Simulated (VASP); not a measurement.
MgS, 2 atoms in the cell. The structure is cubic, space group Fm-3m (No. 225). The conventional cell has a = 5.281 Å, b = 5.281 Å, c = 5.281 Å, α = 90.00°, β = 90.00°, γ = 90.00°. Within 3.5 Å of Mg (site symmetry m-3m) lie 6 S at 2.64 Å. Within 3.5 Å of S (site symmetry m-3m) lie 6 Mg at 2.64 Å.  This cell differs from its parent crystal: volume scaled by 1.03.

| Property | Result |
| --- | --- |
| Program | VASP 6.6.1 |
| Task | single point |
| Functional | PBE |
| Potentials or basis | VASP PAW PBE potentials, release 64 (Mg, S) |
| Cutoff | 520 eV |
| k mesh | 8 × 8 × 8 |
| Occupations | gaussian, width 0.02 eV |
| Spin | no spin polarisation |
| Dipole correction | no |
| Further INCAR settings | ALGO = Normal; EDIFF = 1e-07; NBANDS = 11 |

Potentials or basis: VASP PAW PBE potentials, release 64 (Mg, S).

The run is started by

```bash
$ cat potpaw_PBE.64/Mg/POTCAR potpaw_PBE.64/S/POTCAR > POTCAR
$ mpirun -np 1 vasp_std > vasp.out
```

Hardware: 1 thread of Intel Xeon 8259CL, with other jobs on the host.

Estimate the wall time of this run.

Wall time 17 s on 1 thread of Intel Xeon 8259CL (shared host), peak memory 0.16 GiB. Counts: scf iterations 13, k points 29.
